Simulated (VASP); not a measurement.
# Te in VASP: a series of runs

The runs below take Te through single point, with PBE.

All numbers are computed with VASP 6.6.1; they aren't measurements. Logs are shortened: lines on timing, memory, paths and dates and some standing lists are left out, and cuts for length are marked.

## (1) The cell of the first run

It takes space group P3_221 (No. 154, trigonal). Conventional cell: a = 4.534 Å, b = 4.534 Å, c = 6.031 Å, α = 90.00°, β = 90.00°, γ = 120.00°. Te (site symmetry 2) has 6 Te at 2.92 to 3.53 Å within 3.8 Å.

## (2) Single point, PBE (35.79 Å³/atom)

INCAR reads:

```
PREC = Accurate
ENCUT = 520
EDIFF = 1E-6
ISMEAR = -1
SIGMA = 0.05
LREAL = False
LASPH = True
NELM = 100
ALGO = Normal
ISIF = 2
LWAVE = False
LCHARG = False
GGA = PE
NBANDS = 16
```

KPOINTS reads:

```
regular mesh
0
Gamma
  7 7 5
```

POSCAR reads:

```
Te
1.0
    4.5341468484      0.0000000000      0.0000000000
   -2.2670734242      3.9266863553      0.0000000000
    0.0000000000      0.0000000000      6.0309282756
Te
3
Direct
    0.7310000000      0.7310000000      0.5000000000
    0.0000000000      0.2690000000      0.8333333333
    0.2690000000      0.0000000000      0.1666666667
```

Potentials or basis: VASP PAW PBE potentials, release 64 (Te).

Started as:

```
cat potpaw_PBE.64/Te/POTCAR > POTCAR
mpirun -np 1 vasp_std > vasp.out
```

OUTCAR:

```text
PREC = Accurate
   ENCUT = 520
   EDIFF = 1E-6
   ISMEAR = -1
   LREAL = False
   LASPH = True
   NELM = 100
   ISIF = 2
   GGA = PE

 ion  position               nearest neighbor table
   1  0.731  0.731  0.500-   3 2.92   2 2.92   3 3.53   2 3.53   2 3.53   3 3.53
   2  0.000  0.269  0.833-   1 2.92   3 2.92   1 3.53   1 3.53   3 3.53   3 3.53
   3  0.269  0.000  0.167-   1 2.92   2 2.92   1 3.53   1 3.53   2 3.53   2 3.53

  LATTYP: Found a hexagonal cell.
 ALAT       =     4.5341468484
 C/A-ratio  =     1.3301131342

  Lattice vectors:

 A1 = (   4.5341468484,   0.0000000000,   0.0000000000)
 A2 = (  -2.2670734242,   3.9266863553,   0.0000000000)
 A3 = (   0.0000000000,   0.0000000000,   6.0309282756)

Analysis of symmetry for initial positions (statically):
=====================================================================
 Subroutine PRICEL returns:
 Original cell was already a primitive cell.

 Routine SETGRP: Setting up the symmetry group for a
 hexagonal supercell.

 Subroutine GETGRP returns: Found  6 space group operations
 (whereof  2 operations were pure point group operations)
 out of a pool of 24 trial point group operations.

The static configuration has the point symmetry C_2 .
 The point group associated with its full space group is D_3 .

Analysis of symmetry for dynamics (positions and initial velocities):
=====================================================================
 Subroutine PRICEL returns:
 Original cell was already a primitive cell.

 Routine SETGRP: Setting up the symmetry group for a
 hexagonal supercell.

 Subroutine GETGRP returns: Found  6 space group operations
 (whereof  2 operations were pure point group operations)
 out of a pool of 24 trial point group operations.

The dynamic configuration has the point symmetry C_2 .
 The point group associated with its full space group is D_3 .

 Subroutine INISYM returns: Found  6 space group operations
 (whereof  2 operations are pure point group operations),
 and found     1 'primitive' translations

----------------------------------------------------------------------------------------

                                     Primitive cell

  volume of cell :     107.3757

  direct lattice vectors                    reciprocal lattice vectors
     4.534146848  0.000000000  0.000000000     0.220548657  0.127333827  0.000000000
    -2.267073424  3.926686355  0.000000000     0.000000000  0.254667653  0.000000000
     0.000000000  0.000000000  6.030928276     0.000000000  0.000000000  0.165811954

  length of vectors
     4.534146848  4.534146848  6.030928276     0.254667653  0.254667653  0.165811954

  position of ions in fractional coordinates (direct lattice)
     0.731000000  0.731000000  0.500000000
     0.000000000  0.269000000  0.833333333
     0.269000000  0.000000000  0.166666667

  ion indices of the primitive-cell ions
   primitive index   ion index
                 1           1
                 2           2
                 3           3

----------------------------------------------------------------------------------------

 KPOINTS: regular mesh

Automatic generation of k-mesh.
 Grid dimensions read from file:
 generate k-points for:    7    7    5

 Generating k-lattice:

  Cartesian coordinates                     Fractional coordinates (reciprocal lattice)
     0.031506951  0.018190547  0.000000000     0.142857143  0.000000000  0.000000000
     0.000000000  0.036381093  0.000000000     0.000000000  0.142857143  0.000000000
     0.000000000  0.000000000  0.033162391     0.000000000  0.000000000  0.200000000

  Length of vectors
     0.036381093  0.036381093  0.033162391

  Shift w.r.t. Gamma in fractional coordinates (k-lattice)
     0.000000000  0.000000000  0.000000000

 Subroutine IBZKPT returns following result:
 ===========================================

 Found     32 irreducible k-points:

 Following reciprocal coordinates:
            Coordinates               Weight
  0.000000  0.000000  0.000000      1.000000
  0.142857  0.000000  0.000000      6.000000
  0.285714  0.000000  0.000000      6.000000
  0.428571 -0.000000  0.000000      6.000000
  0.142857  0.142857  0.000000      6.000000
  0.285714  0.142857  0.000000     12.000000
[... 16 lines left out ...]
  0.000000  0.142857  0.400000      6.000000
  0.285714  0.000000  0.400000      6.000000
 [... further k-points ...]
   k-points           NKPTS =     32   k-points in BZ     NKDIM =     32   number of bands    NBANDS=     16
   number of dos      NEDOS =    301   number of ions     NIONS =      3
   total plane-waves  NPLWV =  62208
   dimension x,y,z NGX =    36 NGY =   36 NGZ =   48
   dimension x,y,z NGXF=    72 NGYF=   72 NGZF=   96
   ions per type =               3
   NGX,Y,Z   is equivalent  to a cutoff of  13.20, 13.20, 13.23 a.u.
   NGXF,Y,Z  is equivalent  to a cutoff of  26.40, 26.40, 26.46 a.u.
 SYSTEM =  unknown system
   PREC   = accura    normal or accurate (medium, high low for compatibility)
   ISTART =      0    job   : 0-new  1-cont  2-samecut
   ICHARG =      2    charge: 1-file 2-atom 10-const
   ISPIN  =      1    spin polarized calculation?
   LNONCOLLINEAR =      F non collinear calculations
   LSORBIT =      F    spin-orbit coupling
   LASPH  =      T    aspherical Exc in radial PAW
   ENCUT  =  520.0 eV  38.22 Ry    6.18 a.u.   8.43  8.43 11.21*2*pi/ulx,y,z
   NELM   =    100;   NELMIN=  2; NELMDL= -5     # of ELM steps
   EDIFF  = 0.1E-05   stopping-criterion for ELM
   LREAL  =      F    real-space projection
   EDIFFG = 0.1E-04   stopping-criterion for IOM
   NSW    =      0    number of steps for IOM
   IBRION =     -1    ionic relax: 0-MD 1-quasi-New 2-CG
   NFREE  =      0    steps in history (QN), initial steepest desc. (CG)
   ISIF   =      2    stress and relaxation
   ISYM   =      2    0-nonsym 1-usesym 2-fastsym
   POTIM  = 0.5000    time-step for ionic-motion
   TEBEG  =    0.0;   TEEND  =   0.0 temperature during run
   PSTRESS=    0.0 pullay stress
   NELECT =      18.0000    total number of electrons
   NUPDOWN=      -1.0000    fix difference up-down
   EMIN   =  10.00;   EMAX   =-10.00  energy-range for DOS
   EFERMI =   0.00;   METHOD = LEGACY
   ISMEAR =    -1;   SIGMA  =   0.05  broadening in eV -4-tet -1-fermi 0-gaus
   EFERMI_NEDOS =   21; number of points for ismear=-14 and -15
   IALGO  =     38    algorithm
   IMIX   =      4    mixing-type and parameters
     AMIX     =   0.40;   BMIX     =  1.00
     AMIX_MAG =   1.60;   BMIX_MAG =  1.00
  volume/ion in A,a.u.               =      35.79       241.54
  Fermi-wavevector in a.u.,A,eV,Ry     =   0.902673  1.705804 11.086274  0.814818
  Thomas-Fermi vector in A             =   2.025905
   LORBIT       =      0    0 simple, 1 ext, 2 COOP (PROOUT), +10 PAW based schemes
   GGA     = PE    functional components
   LHFCALC =     F    Hartree Fock is set to
   AEXX    =    0.0000 exact exchange contribution
   IVDW    =     0    specifies the selected vdW correction
   LEPSILON=     F    determine dielectric tensor
   LRPA    =     F    only Hartree local field effects (RPA)
 non-spin polarized calculation
  energy-cutoff  :      520.00
  volume of cell :      107.38
 maximum number of plane-waves:      2920
 NGX is ok and might be reduce to    36
   NGX = 17   NGY = 17   NGZ = 23

 number of electron      18.0000000 magnetization

 Free energy of the ion-electron system (eV)
  ---------------------------------------------------
  ext. energy  EPLUGINS =         0.00000000
  ---------------------------------------------------
  free energy    TOTEN  =        -9.42286328 eV

  energy without entropy =       -9.42276656  energy(sigma->0) =       -9.42281492

 E-fermi :   5.4668     XC(G=0):  -8.8415

 val. band max:        5.1224378143   @ k =   0.2857   0.2857   0.4000
 cond. band min:       5.7605823289   @ k =   0.0000   0.0000   0.4000
 fundamental gap:      0.6381445146
 Fermi energy:         5.4667574651

 k-point     1 :       0.0000    0.0000    0.0000
  band No.  band energies     occupation
      1      -7.9306      2.00000
      2      -4.8851      2.00000
      3      -4.8851      2.00000
      4       2.4304      2.00000
      5       2.6340      2.00000
      6       2.6340      2.00000
[... 8 lines left out ...]
     15      11.1428      0.00000
     16      11.6289      0.00000

 k-point     2 :       0.1429    0.0000    0.0000
  band No.  band energies     occupation
      1      -7.8040      2.00000
      2      -4.9325      2.00000
      3      -4.8577      2.00000
      4       1.6089      2.00000
      5       2.1093      2.00000
      6       2.4364      2.00000
[... 8 lines left out ...]
     15      11.4529      0.00000
     16      11.7680      0.00000

 k-point     3 :       0.2857    0.0000    0.0000
  band No.  band energies     occupation
      1      -7.4576      2.00000
      2      -5.1436      2.00000
      3      -4.7883      2.00000
      4       0.8802      2.00000
      5       1.4923      2.00000
      6       2.0305      2.00000
[... 8 lines left out ...]
     15      12.0224      0.00000
     16      12.7172      0.00000

 k-point     4 :       0.4286   -0.0000    0.0000
  band No.  band energies     occupation
      1      -7.0527      2.00000
      2      -5.4892      2.00000
      3      -4.7256      2.00000
      4       0.7575      2.00000
      5       1.1750      2.00000
      6       1.8495      2.00000
[... 8 lines left out ...]
     15      13.3649      0.00000
     16      13.8582      0.00000
[... 324 lines left out ...]
 k-point    22 :       0.1429    0.0000    0.4000
  band No.  band energies     occupation
      1      -7.2800      2.00000
      2      -6.6599      2.00000
      3      -3.3777      2.00000
      4       1.4957      2.00000
      5       2.2034      2.00000
      6       2.6696      2.00000
[... 8 lines left out ...]
     15      11.2407      0.00000
     16      11.9187      0.00000

 k-point    23 :       0.0000    0.1429    0.4000
  band No.  band energies     occupation
      1      -7.2852      2.00000
      2      -6.6503      2.00000
      3      -3.3973      2.00000
      4       1.5666      2.00000
      5       2.4814      2.00000
      6       2.7275      2.00000
[... 8 lines left out ...]
     15      11.0478      0.00000
     16      11.6961      0.00000

 k-point    24 :       0.2857    0.0000    0.4000
  band No.  band energies     occupation
      1      -6.9655      2.00000
      2      -6.4495      2.00000
      3      -3.9009      2.00000
      4       0.7212      2.00000
      5       1.6108      2.00000
      6       2.2988      2.00000
[... 8 lines left out ...]
     15      12.0044      0.00000
     16      12.6312      0.00000

 [... further k-points ...]

------------------------ aborting loop because EDIFF is reached ----------------------------------------

  FORCE on cell =-STRESS in cart. coord.  units (eV):
  Direction    XX          YY          ZZ          XY          YZ          ZX
  --------------------------------------------------------------------------------------
  -------------------------------------------------------------------------------------
  Total       -0.5251983     -0.5251983     -0.9549295     -0.0000000      0.0000000      0.0000000
  in kB       -7.8366045     -7.8366045    -14.2487221     -0.0000000      0.0000000      0.0000000
  external PRESSURE =      -9.9739771 kB  Pullay stress =       0.0000000 kB

 VOLUME and BASIS-vectors are now :
 -----------------------------------------------------------------------------
  energy-cutoff  :      520.00
  volume of cell :      107.38
      direct lattice vectors                 reciprocal lattice vectors
     4.534146848  0.000000000  0.000000000     0.220548657  0.127333827  0.000000000
    -2.267073424  3.926686355  0.000000000     0.000000000  0.254667653  0.000000000
     0.000000000  0.000000000  6.030928276     0.000000000  0.000000000  0.165811954

 POSITION                                       TOTAL-FORCE (eV/Angst)
 -----------------------------------------------------------------------------------
      1.65723      2.87041      3.01546         0.054903      0.095094      0.000000
     -0.60984      1.05628      5.02577         0.054903     -0.095094      0.000000
      1.21969      0.00000      1.00515        -0.109805     -0.000000     -0.000000
 -----------------------------------------------------------------------------------
    total drift:                               -0.000000      0.000000      0.000000

  FREE ENERGIE OF THE ION-ELECTRON SYSTEM (eV)
  ---------------------------------------------------
  free  energy   TOTEN  =        -9.4228632761 eV

  energy  without entropy=       -9.4227665555  energy(sigma->0) =       -9.42281492
```

It took 48 s on 1 thread of Intel Xeon Platinum 8488C (Sapphire Rapids), shared host; peak memory 0.24 GiB.

What came out:

| Item | Value |
| --- | --- |
| Free energy | -9.4229 eV |
| Pressure | -1.0 GPa |
| Largest force | 0.110 eV/Å |
| Band gap on the k mesh | 0.64 eV (least direct gap 0.75 eV) |

Forces on the atoms (eV/Å):
```
Te   0.055  0.095  0.000
Te   0.055 -0.095  0.000
Te  -0.110  0.000  0.000
```

Stress tensor (GPa, compression positive):
```
-0.78  0.00  0.00
 0.00 -0.78  0.00
 0.00  0.00 -1.42
```

Caveat: spin-orbit coupling is left out, which moves the levels of the heavy elements. A k mesh can miss the band edges.

## (3) Single point, PBE (atoms moved at random)

INCAR reads:

```
SYSTEM = Te
ALGO = Normal ; EDIFF = 1E-6
ENCUT = 520 ; GGA = PE
ISIF = 2 ; ISMEAR = -1
LASPH = .True. ; LCHARG = .False.
LREAL = .False. ; LWAVE = .False.
NBANDS = 16 ; NELM = 80
PREC = Accurate ; SIGMA = 0.05
```

KPOINTS reads:

```
k-points
0
Gamma
  7 7 5
  0 0 0
```

POSCAR reads:

```
Te
1.0
    4.4469300000      0.0000000000      0.0000000000
   -2.2234650000      3.8511543489      0.0000000000
    0.0000000000      0.0000000000      5.9149200000
Te
3
Direct
    0.7315070000      0.7276460000      0.5030870000
   -0.0165460000      0.2460390000      0.8330880000
    0.2690910000      0.0005680000      0.1704580000
```

Potentials or basis: VASP PAW PBE potentials, release 64 (Te).

Started as:

```
cat potpaw_PBE.64/Te/POTCAR > POTCAR
mpirun -np 1 vasp_std > vasp.out
```

OUTCAR:

```text
SYSTEM = Te
   EDIFF = 1E-6
   ENCUT = 520
   GGA = PE
   ISIF = 2
   ISMEAR = -1
   LASPH = .True.
   LREAL = .False.
   NELM = 80
   PREC = Accurate

 ion  position               nearest neighbor table
   1  0.732  0.728  0.503-   2 2.79   3 2.86   3 3.45   2 3.47   3 3.47   2 3.51
   2  0.983  0.246  0.833-   1 2.79   3 2.86   3 3.43   1 3.47   1 3.51   3 3.55
   3  0.269  0.001  0.170-   1 2.86   2 2.86   2 3.43   1 3.45   1 3.47   2 3.55

  LATTYP: Found a hexagonal cell.
 ALAT       =     4.4469300000
 C/A-ratio  =     1.3301131342

  Lattice vectors:

 A1 = (   4.4469300000,   0.0000000000,   0.0000000000)
 A2 = (  -2.2234650000,   3.8511543489,   0.0000000000)
 A3 = (   0.0000000000,   0.0000000000,   5.9149200000)

Analysis of symmetry for initial positions (statically):
=====================================================================
 Subroutine PRICEL returns:
 Original cell was already a primitive cell.

 Routine SETGRP: Setting up the symmetry group for a
 hexagonal supercell.

 Subroutine GETGRP returns: Found  1 space group operations
 (whereof  1 operations were pure point group operations)
[... 169 lines left out ...]
 cond. band min:       6.5154773950   @ k =   0.0000   0.0000   0.4000
 fundamental gap:      0.6142291327
 Fermi energy:         6.2108153319

 k-point     1 :       0.0000    0.0000    0.0000
  band No.  band energies     occupation
      1      -7.6931      2.00000
      2      -4.3814      2.00000
      3      -4.2780      2.00000
      4       2.8892      2.00000
      5       3.1632      2.00000
      6       3.2679      2.00000
[... 433 lines left out ...]
      3      -4.5130      2.00000
      4       1.3495      2.00000
      5       1.4110      2.00000
      6       2.7017      2.00000
[... 8 lines left out ...]
     15      12.9887      0.00000
     16      14.0512      0.00000

 [... further k-points ...]

------------------------ aborting loop because EDIFF is reached ----------------------------------------

  FORCE on cell =-STRESS in cart. coord.  units (eV):
  Direction    XX          YY          ZZ          XY          YZ          ZX
  --------------------------------------------------------------------------------------
  -------------------------------------------------------------------------------------
  Total        1.0251976      1.5443456      1.7653413     -0.0211976      0.4405819     -0.0183666
  in kB       16.2150418     24.4261474     27.9215266     -0.3352718      6.9684658     -0.2904958
  external PRESSURE =      22.8542386 kB  Pullay stress =       0.0000000 kB

 VOLUME and BASIS-vectors are now :
 -----------------------------------------------------------------------------
  energy-cutoff  :      520.00
  volume of cell :      101.30
      direct lattice vectors                 reciprocal lattice vectors
     4.446930000  0.000000000  0.000000000     0.224874239  0.129831202  0.000000000
    -2.223465000  3.851154349  0.000000000     0.000000000  0.259662405  0.000000000
     0.000000000  0.000000000  5.914920000     0.000000000  0.000000000  0.169063994

 POSITION                                       TOTAL-FORCE (eV/Angst)
 -----------------------------------------------------------------------------------
      1.63507      2.80228      2.97572        -0.156282     -0.346251     -0.138784
      3.82629      0.94753      4.92765        -0.042466      0.465358      0.201356
      1.19537      0.00219      1.00825         0.198748     -0.119107     -0.062572
 -----------------------------------------------------------------------------------
    total drift:                                0.000032     -0.000026      0.000064

  FREE ENERGIE OF THE ION-ELECTRON SYSTEM (eV)
  ---------------------------------------------------
  free  energy   TOTEN  =        -9.3864840598 eV

  energy  without entropy=       -9.3864106257  energy(sigma->0) =       -9.38644734
```

stdout:

```text
POSCAR found type information on POSCAR Te
 POSCAR found :  1 types and       3 ions
 scaLAPACK will be used
 LDA part: xc-table for (Slater+PW92), standard interpolation
 POSCAR, INCAR and KPOINTS ok, starting setup
 FFT: planning ... GRIDC
 FFT: planning ... GRID_SOFT
 FFT: planning ... GRID
 WAVECAR not read
 entering main loop
```

Wall time 2.5 min (1 thread of Intel Xeon Platinum 8488C (Sapphire Rapids), shared host); peak memory 0.33 GiB.

Results:

```yaml
Free_energy: -9.3865 eV
Pressure: 2.3 GPa
Largest_force: 0.509 eV/Å
Band_gap_on_the_k_mesh: 0.61 eV (least direct gap 0.69 eV)
```

Forces in eV/Å, atoms in the order of the input:
```
Te  -0.156 -0.346 -0.139
Te  -0.042  0.465  0.201
Te   0.199 -0.119 -0.063
```

Stress tensor (GPa, compression positive):
```
 1.62 -0.03 -0.03
-0.03  2.44  0.70
-0.03  0.70  2.79
```

Levels at points of the mesh, in eV from the valence-band top:
```csv
k point,band 5,band 6,band 7,band 8,band 9,band 10,band 11,band 12,band 13,band 14
"(0.00, 0.00, 0.00)",-2.74,-2.63,-1.61,-1.52,-0.66,1.10,1.15,1.79,4.96,5.10
```

Caveat: the cell differs from its parent crystal (atoms moved at random); spin-orbit coupling is left out, which moves the levels of the heavy elements. A k mesh can miss the band edges.
